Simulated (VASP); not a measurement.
# Al (P6/mmm) in VASP: a series of runs

The runs below take Al through single point, relaxation of cell and atoms, with PBE.

All numbers are computed with VASP 6.6.1; they aren't measurements. Logs are shortened: lines on timing, memory, paths and dates and some standing lists are left out, and cuts for length are marked.

**1. The cell of the first run**

It takes space group P6/mmm (No. 191, hexagonal). Conventional cell: a = 2.781 Å, b = 2.781 Å, c = 2.803 Å, α = 90.00°, β = 90.00°, γ = 120.00°. Al (site symmetry 6/mmm) has 8 Al at 2.78 to 2.80 Å within 3.7 Å.

**2. Single point, PBE**

INCAR

```
ALGO     = Normal         # electronic algorithm
EDIFF    = 1E-6           # SCF threshold, eV
ENCUT    = 520            # plane-wave cutoff, eV
GGA      = PE             # functional
ISIF     = 2              # what is computed and relaxed
ISMEAR   = 0              # smearing method
LASPH    = T              # aspherical terms in the spheres
LCHARG   = F              # write CHGCAR
LREAL    = F              # projectors in reciprocal space
LWAVE    = F              # write WAVECAR
NBANDS   = 22             # bands
NELM     = 100            # most SCF steps
PREC     = Accurate       # precision mode
SIGMA    = 0.1            # smearing width, eV
```

KPOINTS

```
k-points
0
Gamma
  6 6 4
```

POSCAR

```
Al
1.0
    5.5617919575      0.0000000000      0.0000000000
   -2.7808959788      4.8166531258      0.0000000000
    0.0000000000      0.0000000000      5.6054909394
Al
8
Direct
    0.0000000000      0.0000000000      0.0000000000
    0.0000000000      0.0000000000      0.5000000000
    0.0000000000      0.5000000000      0.0000000000
    0.0000000000      0.5000000000      0.5000000000
    0.5000000000      0.0000000000      0.0000000000
    0.5000000000      0.0000000000      0.5000000000
    0.5000000000      0.5000000000      0.0000000000
    0.5000000000      0.5000000000      0.5000000000
```

Potentials or basis: VASP PAW PBE potentials, release 64 (Al).

Run with:

```
cat potpaw_PBE.64/Al/POTCAR > POTCAR
mpirun -np 1 vasp_std > vasp.out
```

OUTCAR:

```text
EDIFF = 1E-6
   ENCUT = 520
   GGA = PE
   ISIF = 2
   ISMEAR = 0
   LASPH = T
   LREAL = F
   NELM = 100
   PREC = Accurate

 ion  position               nearest neighbor table
   1  0.000  0.000  0.000-   5 2.78   5 2.78   7 2.78   7 2.78   3 2.78   3 2.78   2 2.80   2 2.80

   2  0.000  0.000  0.500-   6 2.78   6 2.78   8 2.78   8 2.78   4 2.78   4 2.78   1 2.80   1 2.80

   3  0.000  0.500  0.000-   7 2.78   7 2.78   5 2.78   5 2.78   1 2.78   1 2.78   4 2.80   4 2.80

   4  0.000  0.500  0.500-   8 2.78   8 2.78   6 2.78   6 2.78   2 2.78   2 2.78   3 2.80   3 2.80

   5  0.500  0.000  0.000-   1 2.78   1 2.78   3 2.78   3 2.78   7 2.78   7 2.78   6 2.80   6 2.80

   6  0.500  0.000  0.500-   2 2.78   2 2.78   4 2.78   4 2.78   8 2.78   8 2.78   5 2.80   5 2.80

   7  0.500  0.500  0.000-   3 2.78   3 2.78   1 2.78   1 2.78   5 2.78   5 2.78   8 2.80   8 2.80

   8  0.500  0.500  0.500-   4 2.78   4 2.78   2 2.78   2 2.78   6 2.78   6 2.78   7 2.80   7 2.80

  LATTYP: Found a hexagonal cell.
 ALAT       =     5.5617919575
 C/A-ratio  =     1.0078569969

  Lattice vectors:

 A1 = (   5.5617919575,   0.0000000000,   0.0000000000)
 A2 = (  -2.7808959788,   4.8166531258,   0.0000000000)
 A3 = (   0.0000000000,   0.0000000000,   5.6054909394)

Analysis of symmetry for initial positions (statically):
=====================================================================
 Subroutine PRICEL returns following result:

  LATTYP: Found a hexagonal cell.
 ALAT       =     2.7808959788
 C/A-ratio  =     1.0078569969

  Lattice vectors:

 A1 = (   2.7808959788,   0.0000000000,   0.0000000000)
 A2 = (  -1.3904479894,   2.4083265629,   0.0000000000)
 A3 = (   0.0000000000,   0.0000000000,   2.8027454697)

   8 primitive cells build up your supercell.

 Routine SETGRP: Setting up the symmetry group for a
 hexagonal supercell.

 Subroutine GETGRP returns: Found 24 space group operations
 (whereof 24 operations were pure point group operations)
 out of a pool of 24 trial point group operations.

The static configuration has the point symmetry D_6h.

Analysis of symmetry for dynamics (positions and initial velocities):
=====================================================================
 Subroutine PRICEL returns following result:

  LATTYP: Found a hexagonal cell.
 ALAT       =     2.7808959788
 C/A-ratio  =     1.0078569969

  Lattice vectors:

 A1 = (   2.7808959788,   0.0000000000,   0.0000000000)
 A2 = (  -1.3904479894,   2.4083265629,   0.0000000000)
 A3 = (   0.0000000000,   0.0000000000,   2.8027454697)

   8 primitive cells build up your supercell.

 Routine SETGRP: Setting up the symmetry group for a
 hexagonal supercell.

 Subroutine GETGRP returns: Found 24 space group operations
 (whereof 24 operations were pure point group operations)
 out of a pool of 24 trial point group operations.

The dynamic configuration has the point symmetry D_6h.

 Subroutine INISYM returns: Found 24 space group operations
 (whereof 24 operations are pure point group operations),
 and found     8 'primitive' translations

----------------------------------------------------------------------------------------

                                     Primitive cell

  volume of cell :      18.7708

  direct lattice vectors                    reciprocal lattice vectors
     2.780895979  0.000000000  0.000000000     0.359596334  0.207613040  0.000000000
    -1.390447989  2.408326563  0.000000000     0.000000000  0.415226081  0.000000000
     0.000000000  0.000000000  2.802745470     0.000000000  0.000000000  0.356793013

  length of vectors
     2.780895979  2.780895979  2.802745470     0.415226081  0.415226081  0.356793013

  position of ions in fractional coordinates (direct lattice)
     0.000000000  0.000000000  0.000000000

  ion indices of the primitive-cell ions
   primitive index   ion index
                 1           1

----------------------------------------------------------------------------------------

 KPOINTS: k-points

Automatic generation of k-mesh.
 Grid dimensions read from file:
 generate k-points for:    6    6    4

 Generating k-lattice:

  Cartesian coordinates                     Fractional coordinates (reciprocal lattice)
     0.029966361  0.017301087  0.000000000     0.166666667  0.000000000  0.000000000
     0.000000000  0.034602173  0.000000000     0.000000000  0.166666667  0.000000000
     0.000000000  0.000000000  0.044599127     0.000000000  0.000000000  0.250000000

  Length of vectors
     0.034602173  0.034602173  0.044599127

  Shift w.r.t. Gamma in fractional coordinates (k-lattice)
     0.000000000  0.000000000  0.000000000

 Subroutine IBZKPT returns following result:
 ===========================================

 Found     21 irreducible k-points:

 Following reciprocal coordinates:
            Coordinates               Weight
  0.000000  0.000000  0.000000      1.000000
  0.166667 -0.000000  0.000000      6.000000
  0.333333 -0.000000  0.000000      6.000000
  0.500000  0.000000  0.000000      3.000000
  0.166667  0.166667  0.000000      6.000000
  0.333333  0.166667  0.000000     12.000000
[... 13 lines left out ...]
  0.333333  0.166667  0.500000     12.000000
  0.333333  0.333333  0.500000      2.000000
   k-points           NKPTS =     21   k-points in BZ     NKDIM =     21   number of bands    NBANDS=     22
   number of dos      NEDOS =    301   number of ions     NIONS =      8
   total plane-waves  NPLWV =  74088
   dimension x,y,z NGX =    42 NGY =   42 NGZ =   42
   dimension x,y,z NGXF=    84 NGYF=   84 NGZF=   84
   ions per type =               8
   NGX,Y,Z   is equivalent  to a cutoff of  12.55, 12.55, 12.46 a.u.
   NGXF,Y,Z  is equivalent  to a cutoff of  25.11, 25.11, 24.91 a.u.
 SYSTEM =  unknown system
   PREC   = accura    normal or accurate (medium, high low for compatibility)
   ISTART =      0    job   : 0-new  1-cont  2-samecut
   ICHARG =      2    charge: 1-file 2-atom 10-const
   ISPIN  =      1    spin polarized calculation?
   LNONCOLLINEAR =      F non collinear calculations
   LSORBIT =      F    spin-orbit coupling
   LASPH  =      T    aspherical Exc in radial PAW
   ENCUT  =  520.0 eV  38.22 Ry    6.18 a.u.  10.34 10.34 10.42*2*pi/ulx,y,z
   NELM   =    100;   NELMIN=  2; NELMDL= -5     # of ELM steps
   EDIFF  = 0.1E-05   stopping-criterion for ELM
   LREAL  =      F    real-space projection
   EDIFFG = 0.1E-04   stopping-criterion for IOM
   NSW    =      0    number of steps for IOM
   IBRION =     -1    ionic relax: 0-MD 1-quasi-New 2-CG
   NFREE  =      0    steps in history (QN), initial steepest desc. (CG)
   ISIF   =      2    stress and relaxation
   ISYM   =      2    0-nonsym 1-usesym 2-fastsym
   POTIM  = 0.5000    time-step for ionic-motion
   TEBEG  =    0.0;   TEEND  =   0.0 temperature during run
   PSTRESS=    0.0 pullay stress
   NELECT =      24.0000    total number of electrons
   NUPDOWN=      -1.0000    fix difference up-down
   EMIN   =  10.00;   EMAX   =-10.00  energy-range for DOS
   EFERMI =   0.00;   METHOD = LEGACY
   ISMEAR =     0;   SIGMA  =   0.10  broadening in eV -4-tet -1-fermi 0-gaus
   EFERMI_NEDOS =   21; number of points for ismear=-14 and -15
   IALGO  =     38    algorithm
   IMIX   =      4    mixing-type and parameters
     AMIX     =   0.40;   BMIX     =  1.00
     AMIX_MAG =   1.60;   BMIX_MAG =  1.00
  volume/ion in A,a.u.               =      18.77       126.67
  Fermi-wavevector in a.u.,A,eV,Ry     =   0.888425  1.678879 10.739059  0.789299
  Thomas-Fermi vector in A             =   2.009853
   LORBIT       =      0    0 simple, 1 ext, 2 COOP (PROOUT), +10 PAW based schemes
   GGA     = PE    functional components
   LHFCALC =     F    Hartree Fock is set to
   AEXX    =    0.0000 exact exchange contribution
   IVDW    =     0    specifies the selected vdW correction
   LEPSILON=     F    determine dielectric tensor
   LRPA    =     F    only Hartree local field effects (RPA)
 non-spin polarized calculation
 Gauss-broadening in eV      SIGMA  =   0.10
  energy-cutoff  :      520.00
  volume of cell :      150.17
 maximum number of plane-waves:      4083
 NGX is ok and might be reduce to    42
   NGX = 21   NGY = 21   NGZ = 21

 number of electron      24.0000000 magnetization

 Free energy of the ion-electron system (eV)
  ---------------------------------------------------
  ext. energy  EPLUGINS =         0.00000000
  ---------------------------------------------------
  free energy    TOTEN  =       -28.31870403 eV

  energy without entropy =      -28.31428541  energy(sigma->0) =      -28.31649472

 E-fermi :   6.4743     XC(G=0):  -9.6930

 val. band max:        6.3704998885   @ k =   0.3333  -0.0000   0.0000
 cond. band min:       6.6418532987   @ k =   0.0000   0.0000   0.5000
 fundamental gap:      0.2713534102
 Fermi energy:         6.4743127289

 k-point     1 :       0.0000    0.0000    0.0000
  band No.  band energies     occupation
      1      -3.6462      2.00000
      2       0.1947      2.00000
      3       1.8384      2.00000
      4       2.5519      2.00000
      5       2.5519      2.00000
      6       2.5519      2.00000
[... 14 lines left out ...]
     21       8.8436      0.00000
     22      13.8341      0.00000

 k-point     2 :       0.1667   -0.0000    0.0000
  band No.  band energies     occupation
      1      -3.4692      2.00000
      2       0.3700      2.00000
      3       0.7131      2.00000
      4       1.7394      2.00000
      5       1.7394      2.00000
      6       2.0048      2.00000
[... 14 lines left out ...]
     21      10.3086      0.00000
     22      11.5732      0.00000

 k-point     3 :       0.3333   -0.0000    0.0000
  band No.  band energies     occupation
      1      -2.9395      2.00000
      2      -0.8408      2.00000
      3       0.8932      2.00000
      4       1.2274      2.00000
      5       1.2274      2.00000
      6       2.5032      2.00000
[... 14 lines left out ...]
     21      10.7703      0.00000
     22      10.9764      0.00000

 k-point     4 :       0.5000    0.0000    0.0000
  band No.  band energies     occupation
      1      -2.0613      2.00000
      2      -2.0613      2.00000
      3       1.0563      2.00000
      4       1.0563      2.00000
      5       1.7559      2.00000
      6       1.7559      2.00000
[... 14 lines left out ...]
     21      11.9222      0.00000
     22      11.9225      0.00000

 k-point     5 :       0.1667    0.1667    0.0000
  band No.  band energies     occupation
      1      -3.1159      2.00000
      2       0.0246      2.00000
      3       0.0246      2.00000
      4       0.7193      2.00000
      5       2.3372      2.00000
      6       3.0474      2.00000
[... 342 lines left out ...]
 k-point    19 :       0.1667    0.1667    0.5000
  band No.  band energies     occupation
      1      -1.9775      2.00000
      2      -1.9775      2.00000
      3       1.1390      2.00000
      4       1.1390      2.00000
      5       1.1390      2.00000
      6       1.1390      2.00000
[... 14 lines left out ...]
     21      10.2089      0.00000
     22      10.2089      0.00000

 k-point    20 :       0.3333    0.1667    0.5000
  band No.  band energies     occupation
      1      -1.2782      2.00000
      2      -1.2782      2.00000
      3      -0.2364      2.00000
      4      -0.2364      2.00000
      5       0.7967      2.00000
      6       0.7967      2.00000
[... 14 lines left out ...]
     21      10.3458      0.00000
     22      10.3458      0.00000

 k-point    21 :       0.3333    0.3333    0.5000
  band No.  band energies     occupation
      1      -0.4094      2.00000
      2      -0.4094      2.00000
      3      -0.4094      2.00000
      4      -0.4094      2.00000
      5      -0.4094      2.00000
      6      -0.4094      2.00000
[... 14 lines left out ...]
     21      11.4797      0.00000
     22      11.4797      0.00000

------------------------ aborting loop because EDIFF is reached ----------------------------------------

  FORCE on cell =-STRESS in cart. coord.  units (eV):
  Direction    XX          YY          ZZ          XY          YZ          ZX
  --------------------------------------------------------------------------------------
  -------------------------------------------------------------------------------------
  Total        1.0859595      1.0859595     -1.9959701     -0.0000000      0.0000000      0.0000000
  in kB       11.5864511     11.5864511    -21.2956472     -0.0000000      0.0000000      0.0000000
  external PRESSURE =       0.6257517 kB  Pullay stress =       0.0000000 kB

 VOLUME and BASIS-vectors are now :
 -----------------------------------------------------------------------------
  energy-cutoff  :      520.00
  volume of cell :      150.17
      direct lattice vectors                 reciprocal lattice vectors
     5.561791957  0.000000000  0.000000000     0.179798167  0.103806520  0.000000000
    -2.780895979  4.816653126  0.000000000     0.000000000  0.207613040  0.000000000
     0.000000000  0.000000000  5.605490939     0.000000000  0.000000000  0.178396506

 POSITION                                       TOTAL-FORCE (eV/Angst)
 -----------------------------------------------------------------------------------
      0.00000      0.00000      0.00000         0.000000      0.000000      0.000000
      0.00000      0.00000      2.80275        -0.000000      0.000000      0.000000
     -1.39045      2.40833      0.00000        -0.000000      0.000000      0.000000
     -1.39045      2.40833      2.80275         0.000000     -0.000000     -0.000000
      2.78090      0.00000      0.00000        -0.000000     -0.000000     -0.000000
      2.78090      0.00000      2.80275        -0.000000     -0.000000      0.000000
      1.39045      2.40833      0.00000        -0.000000     -0.000000      0.000000
      1.39045      2.40833      2.80275        -0.000000      0.000000     -0.000000
 -----------------------------------------------------------------------------------
    total drift:                                0.000000     -0.000000      0.000000

  FREE ENERGIE OF THE ION-ELECTRON SYSTEM (eV)
  ---------------------------------------------------
  free  energy   TOTEN  =       -28.3187040313 eV

  energy  without entropy=      -28.3142854091  energy(sigma->0) =      -28.31649472
```

Run time: 42 s. Hardware: 1 thread of Intel Xeon Platinum 8259CL at 2.50GHz (Skylake/Cascade Lake), shared host; peak memory 0.25 GiB.

Results:

- Free energy: -28.3187 eV
- Pressure: 0.1 GPa
- Band gap on the k mesh: zero (band 12 reaches 7.96 eV, above the bottom of band 13 at 3.77 eV)

(Part 1 of 2 ends here.)
